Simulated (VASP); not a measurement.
Set up this calculation in VASP 6.6.1, as the native input.

```yaml
Task: single point
Functional: PBE
Potentials_or_basis: VASP PAW PBE potentials, release 64 (Sb)
Cutoff: 520 eV
k_mesh: 8 × 8 × 8
Occupations: fermi-dirac, width 0.05 eV
Spin: no spin polarisation
Dipole_correction: no
Further_INCAR_settings: ALGO = Normal; EDIFF = 1e-06; NBANDS = 12
```

The structure of Sb lies in POSCAR:

```
Sb
1.0
    0.0000000000      3.2710663102      3.2710663102
    3.2710663102      0.0000000000      3.2710663102
    3.2710663102      3.2710663102      0.0000000000
Sb
2
Direct
   -0.2825000000     -0.0725000000     -0.0725000000
    0.2825000000      0.0725000000      0.0725000000
```

This cell differs from its parent crystal: shortest bond scaled by 0.58.

One way to write it, as run:

INCAR

```
PREC     = Accurate       # precision mode
ENCUT    = 520            # plane-wave cutoff, eV
EDIFF    = 1E-6           # SCF threshold, eV
ISMEAR   = -1             # smearing method
SIGMA    = 0.05           # smearing width, eV
LREAL    = F              # projectors in reciprocal space
LASPH    = T              # aspherical terms in the spheres
NELM     = 100            # most SCF steps
ALGO     = Normal         # electronic algorithm
ISIF     = 2              # what is computed and relaxed
LWAVE    = F              # write WAVECAR
LCHARG   = T              # write CHGCAR
GGA      = PE             # functional
LELF     = T              # ELF
LVHAR    = T            
NBANDS   = 12             # bands
```

KPOINTS

```
regular mesh
0
Gamma
  8 8 8
```

Potentials or basis: VASP PAW PBE potentials, release 64 (Sb).

The run is started by

```console
$ cat potpaw_PBE.64/Sb/POTCAR > POTCAR
$ mpirun -np 1 vasp_std > vasp.out
```

It gave:

The pressure is 99.8 GPa, the largest force is 77.604 eV/Å and the band gap on the k mesh is zero (band 5 reaches 6.83 eV, above the bottom of band 6 at 6.18 eV).

Caveat: the cell differs from its parent crystal (shortest bond scaled by 0.58); spin-orbit coupling is left out, which moves the levels of the heavy elements; forces of over 1 eV/Å act on the atoms, so gaps and moduli don't describe the material at rest.

It took 43 s on 1 thread of Intel Xeon 6975P-C (shared host), peak memory 0.22 GiB.
